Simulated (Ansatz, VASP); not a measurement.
## Pt: VASP beside Ansatz

```
Pt
1.0
    -1.56955    1.56955    1.56955
     1.56955   -1.56955    1.56955
     1.56955    1.56955   -1.56955
Pt
1
Direct
  0.00000 0.00000 0.00000
```

Alike in both runs: task single point; functional r2SCAN; k mesh 18 × 18 × 18; occupations gaussian, width 0.05 eV; no spin polarisation.

```csv
,VASP,Ansatz
version,VASP 6.6.1,Ansatz 0.2.0
potentials or method,"VASP PAW PBE potentials, release 64 (Pt), cutoff 550 eV","scalar-relativistic, plane waves, PAW"
valence electrons in the cell,10,18
```

VASP gave:

| Item | Value |
| --- | --- |
| gap on the k mesh at the Fermi level (eV) | none |
| pressure (GPa) | 0.6 |

**Question.** Which values does Ansatz return?

**Answer.** gap on the k mesh at the Fermi level (eV): none; pressure (GPa): -0.1.

VASP's potentials were made for PBE, not for r2SCAN. A gap of «none» marks a metal or a gap that the smearing closes. VASP's potentials hold 10 valence electrons a cell and Ansatz's 18, so a difference there can come from the potentials and not from the codes.

Spin-orbit coupling is off throughout.
